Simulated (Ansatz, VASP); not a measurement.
# PtSe2: VASP beside Ansatz

```
CELL_PARAMETERS angstrom
3.72866 0.00000 0.00000
-1.86433 3.22911 0.00000
0.00000 0.00000 5.27703
ATOMIC_POSITIONS crystal
Pt 0.00000 0.00000 0.00000
Se 0.33333 0.66667 0.24622
Se 0.66667 0.33333 0.75378
```

Alike in both runs: task single point; functional r2SCAN; k mesh 12 × 12 × 6; occupations fermi-dirac, width 0.02 eV; no spin polarisation.

|  | VASP | Ansatz |
| --- | --- | --- |
| version | VASP 6.6.1 | Ansatz 0.2.0 |
| potentials or method | VASP PAW PBE potentials, release 64 (Pt, Se) | plane waves, PAW |
| plane-wave cutoff (eV) | 520 | 500 |
| valence electrons in the cell | 22 | 50 |

Ansatz gave:

- pressure (GPa): 1.4
- rms of the force components (eV/Å): 0.015

Problem. Estimate VASP's values.

Solution. Pressure (GPa): 1.4; rms of the force components (eV/Å): 0.009.

VASP's potentials were made for PBE, not for r2SCAN. Atom by atom the forces differ by 0.006 eV/Å (rms over components). The functional is the same, so the differences come from potentials, cutoffs and numerics. VASP's potentials hold 22 valence electrons a cell and Ansatz's 50, so a difference there can come from the potentials and not from the codes.

Spin-orbit coupling is off throughout.
